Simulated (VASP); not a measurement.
# Ga3SbN2 (P6mm) in VASP: notebook, part 2 of 2

VASP 6.6.1. The steps go on from the part before.

**3. Relaxation of cell and atoms, PBE**

This run uses another cell than the first one, of 36.80 Å³/atom.

INCAR

```
SYSTEM = Ga3SbN2
  PREC = Accurate
  ENCUT = 700
  EDIFF = 1E-7
  ISMEAR = 0
  SIGMA = 0.1
  LREAL = .False.
  LASPH = .True.
  NELM = 120
  ALGO = Normal
  ISIF = 3
  LWAVE = .False.
  LCHARG = .False.
  GGA = PE
  IBRION = 2
  NSW = 90
  EDIFFG = -0.04
  GGA_COMPAT = .False.
  NELMIN = 4
```

KPOINTS

```
regular mesh
0
Gamma
  3 3 2
  0 0 0
```

POSCAR

```
Ga3SbN2
1.0
    5.8002614500      0.0000000000      0.0000000000
   -2.9001307200      5.0231737600      0.0000000000
    0.0000000000      0.0000000000      7.5784924100
Ga Sb N
3 1 2
Direct
    0.5000000000      0.0000000000      0.2676612400
    0.0000000000      0.5000000000      0.2676612400
    0.5000000000      0.5000000000      0.2676612400
    0.0000000000      0.0000000000      0.5997005700
    0.3333333300      0.6666666700      0.0091193600
    0.6666666700      0.3333333300      0.0091193600
```

Potentials or basis: VASP PAW PBE potentials, release 64 (Ga_d, Sb_d_GW, N).

Run with:

```
$ cat potpaw_PBE.64/Ga_d/POTCAR potpaw_PBE.64/Sb_d_GW/POTCAR potpaw_PBE.64/N/POTCAR > POTCAR
$ mpirun -np 1 vasp_std > vasp.out
```

OUTCAR:

```text
SYSTEM = Ga3SbN2
   PREC = Accurate
   ENCUT = 700
   EDIFF = 1E-7
   ISMEAR = 0
   LREAL = .False.
   LASPH = .True.
   NELM = 120
   ISIF = 3
   GGA = PE
   IBRION = 2
   NSW = 90
   EDIFFG = -0.04
   NELMIN = 4

 ion  position               nearest neighbor table
   1  0.500  0.000  0.268-   3 2.90   3 2.90   2 2.90   2 2.90
   2  0.000  0.500  0.268-   1 2.90   1 2.90   3 2.90   3 2.90
   3  0.500  0.500  0.268-   1 2.90   1 2.90   2 2.90   2 2.90
   4  0.000  0.000  0.600-
   5  0.333  0.667  0.009-
   6  0.667  0.333  0.009-

  LATTYP: Found a hexagonal cell.
 ALAT       =     5.8002614500
 C/A-ratio  =     1.3065777250

  Lattice vectors:

 A1 = (   5.8002614500,   0.0000000000,   0.0000000000)
 A2 = (  -2.9001307200,   5.0231737600,   0.0000000000)
 A3 = (   0.0000000000,   0.0000000000,   7.5784924100)

Analysis of symmetry for initial positions (statically):
=====================================================================
 Subroutine PRICEL returns:
 Original cell was already a primitive cell.

 Routine SETGRP: Setting up the symmetry group for a
 hexagonal supercell.

 Subroutine GETGRP returns: Found 12 space group operations
 (whereof 12 operations were pure point group operations)
 out of a pool of 24 trial point group operations.

The static configuration has the point symmetry C_6v.

Analysis of symmetry for dynamics (positions and initial velocities):
=====================================================================
 Subroutine PRICEL returns:
 Original cell was already a primitive cell.

 Routine SETGRP: Setting up the symmetry group for a
 hexagonal supercell.

 Subroutine GETGRP returns: Found 12 space group operations
 (whereof 12 operations were pure point group operations)
 out of a pool of 24 trial point group operations.

The dynamic configuration has the point symmetry C_6v.

 Subroutine INISYM returns: Found 12 space group operations
 (whereof 12 operations are pure point group operations),
[... 84 lines left out ...]
   NELM   =    120;   NELMIN=  4; NELMDL= -5     # of ELM steps
   EDIFF  = 0.1E-06   stopping-criterion for ELM
   LREAL  =      F    real-space projection
   EDIFFG = -.4E-01   stopping-criterion for IOM
   NSW    =     90    number of steps for IOM
   IBRION =      2    ionic relax: 0-MD 1-quasi-New 2-CG
   NFREE  =      1    steps in history (QN), initial steepest desc. (CG)
   ISIF   =      3    stress and relaxation
   ISYM   =      2    0-nonsym 1-usesym 2-fastsym
   POTIM  = 0.5000    time-step for ionic-motion
   TEBEG  =    0.0;   TEEND  =   0.0 temperature during run
   PSTRESS=    0.0 pullay stress
   NELECT =      64.0000    total number of electrons
   NUPDOWN=      -1.0000    fix difference up-down
   EMIN   =  10.00;   EMAX   =-10.00  energy-range for DOS
   EFERMI =   0.00;   METHOD = LEGACY
   ISMEAR =     0;   SIGMA  =   0.10  broadening in eV -4-tet -1-fermi 0-gaus
   EFERMI_NEDOS =   21; number of points for ismear=-14 and -15
   IALGO  =     38    algorithm
   IMIX   =      4    mixing-type and parameters
     AMIX     =   0.40;   BMIX     =  1.00
     AMIX_MAG =   1.60;   BMIX_MAG =  1.00
  volume/ion in A,a.u.               =      36.80       248.34
  Fermi-wavevector in a.u.,A,eV,Ry     =   1.083424  2.047375 15.970634  1.173809
  Thomas-Fermi vector in A             =   2.219490
   LORBIT       =      0    0 simple, 1 ext, 2 COOP (PROOUT), +10 PAW based schemes
   GGA     = PE    functional components
   LHFCALC =     F    Hartree Fock is set to
   AEXX    =    0.0000 exact exchange contribution
   IVDW    =     0    specifies the selected vdW correction
   LEPSILON=     F    determine dielectric tensor
   LRPA    =     F    only Hartree local field effects (RPA)
 conjugate gradient relaxation of ions
 non-spin polarized calculation
 Gauss-broadening in eV      SIGMA  =   0.10
  energy-cutoff  :      700.00
  volume of cell :      220.80
 maximum number of plane-waves:      9309
 NGX is ok and might be reduce to    50
   NGX = 25   NGY = 25   NGZ = 33

--------------------------------------- Ionic step        1  -------------------------------------------

 number of electron      63.9999996 magnetization

 Free energy of the ion-electron system (eV)
  ---------------------------------------------------
  ext. energy  EPLUGINS =         0.00000000
  ---------------------------------------------------
  free energy    TOTEN  =       -17.65484060 eV

  energy without entropy =      -17.58967774  energy(sigma->0) =      -17.62225917

 E-fermi :  -0.5462     XC(G=0):  -7.0633

 val. band max:       -0.5657147530   @ k =   0.3333   0.0000   0.5000
 cond. band min:      -0.4957211758   @ k =   0.0000   0.0000   0.0000
 fundamental gap:      0.0699935772
 Fermi energy:        -0.5462141031
[... 866 lines left out ...]
     37       7.2310      0.00000
     38       7.4608      0.00000

[... ionic steps 4 to 25 ...]

--------------------------------------- Ionic step       26  -------------------------------------------

 number of electron      63.9999999 magnetization

------------------------ aborting loop because EDIFF is reached ----------------------------------------
[... 75 lines left out ...]
--------------------------------------- Ionic step       28  -------------------------------------------

 number of electron      64.0000001 magnetization

 Free energy of the ion-electron system (eV)
  ---------------------------------------------------
  ext. energy  EPLUGINS =         0.00000000
  ---------------------------------------------------
  free energy    TOTEN  =       -28.02025357 eV

  energy without entropy =      -28.01948471  energy(sigma->0) =      -28.01986914

 E-fermi :   6.0115     XC(G=0): -11.0187

 val. band max:        5.8242679597   @ k =   0.3333   0.3333   0.0000
 cond. band min:       6.2082202501   @ k =   0.3333   0.0000   0.0000
 fundamental gap:      0.3839522904
 Fermi energy:         6.0114954311
[... 277 lines left out ...]
  FREE ENERGIE OF THE ION-ELECTRON SYSTEM (eV)
  ---------------------------------------------------
  free  energy   TOTEN  =       -28.0202535693 eV

  energy  without entropy=      -28.0194847115  energy(sigma->0) =      -28.01986914

 reached required accuracy - stopping structural energy minimisation
```

Run time: 63 min. Hardware: 1 thread of Intel Xeon Platinum 8259CL at 2.50GHz (Skylake/Cascade Lake), shared host; peak memory 0.57 GiB.

What came out:

* Free energy: -28.0203 eV
* Relaxed volume: 16.09 Å³/atom
* Relaxed cell: a = 5.953 Å, b = 5.953 Å, c = 3.146 Å, α = 90.00°, β = 90.00°, γ = 120.00°
* Space group after relaxing (to 0.1 Å): P6mm (No. 183)
* Pressure after relaxing: 0.0 GPa
* Largest force after relaxing: 0.031 eV/Å
* Band gap on the k mesh: zero (bands 32 and 33 overlap by 1.73 eV)

Forces on the atoms (eV/Å):
```
Ga   0.000  0.000  0.024
Ga   0.000  0.000  0.024
Ga   0.000  0.000  0.024
Sb   0.000  0.000 -0.009
N    0.000  0.000 -0.031
N    0.000  0.000 -0.031
```

Final structure:
```cif
data_structure
_symmetry_space_group_name_H-M 'P 1'
_symmetry_Int_Tables_number 1
_cell_length_a 5.9535
_cell_length_b 5.9535
_cell_length_c 3.1460
_cell_angle_alpha 90.000
_cell_angle_beta 90.000
_cell_angle_gamma 120.000
_cell_volume 96.57
loop_
_atom_site_label
_atom_site_type_symbol
_atom_site_fract_x
_atom_site_fract_y
_atom_site_fract_z
_atom_site_occupancy
Ga1 Ga 0.50000 0.00000 0.29978 1
Ga2 Ga 0.00000 0.50000 0.29978 1
Ga3 Ga 0.50000 0.50000 0.29978 1
Sb1 Sb 0.00000 0.00000 0.52371 1
N1 N 0.33333 0.66667 0.99894 1
N2 N 0.66667 0.33333 0.99894 1
```

Levels at points of the mesh, in eV from the Fermi level:
```
           k point  band 28  band 29  band 30  band 31  band 32  band 33  band 34  band 35  band 36  band 37
(0.00, 0.00, 0.00)    -2.48    -1.85    -1.85    -1.63    -1.44     2.11     2.11     4.23     4.43     5.52
(0.00, 0.00, 0.50)    -4.39    -3.70    -3.70    -1.84    -1.84    -1.54    -1.54     2.75     3.34     3.34
```

Caveat: the k points lie up to 1.00 Å⁻¹ apart in the final cell, too coarse for converged energies and pressures of a metal; the volume moved by over 15 % at a fixed basis, so the end points are rough; spin-orbit coupling is left out, which moves the levels of the heavy elements.

The gap in the log of VASP goes by the Fermi energy; the results here count the filled bands.